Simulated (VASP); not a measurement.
The system is B.

```xyz
2
Lattice="0.0000 2.0683 2.0683 2.0683 0.0000 2.0683 2.0683 2.0683 0.0000" Properties=species:S:1:pos:R:3 pbc="T T T"
B     0.5171    0.5171    0.5171
B     3.6195    3.6195    3.6195
```

| Item | Value |
| --- | --- |
| Program | VASP 6.6.1 |
| Task | relaxation of cell and atoms |
| Functional | LDA |
| Potentials or basis | VASP PAW LDA potentials, release 64 (B) |
| Cutoff | 600 eV |
| k mesh | 13 × 13 × 13 |
| Occupations | fermi-dirac, width 0.1 eV |
| Spin | no spin polarisation |

At the start: pressure -15.6 GPa; volume 8.85 Å³/atom.

Where does the relaxation end?

Over 3 steps the energy falls by 43.1 meV/atom and the volume is 8.03 Å³/atom (-9.3 %); space group Fd-3m (No. 227, to 0.05 Å).

Step by step:
```tsv
step	energy change (eV)	largest force (eV/Å)	pressure (GPa)	volume (Å³)
1	0.0000	0.0000	-15.63	17.70
2	-0.0773	0.0000	6.06	15.58
3	-0.0862	0.0000	0.04	16.05
```

Final structure:
```
B
1.0
     0.00000    2.00210    2.00210
     2.00210    0.00000    2.00210
     2.00210    2.00210    0.00000
B
2
Direct
  0.12500 0.12500 0.12500
  0.87500 0.87500 0.87500
```
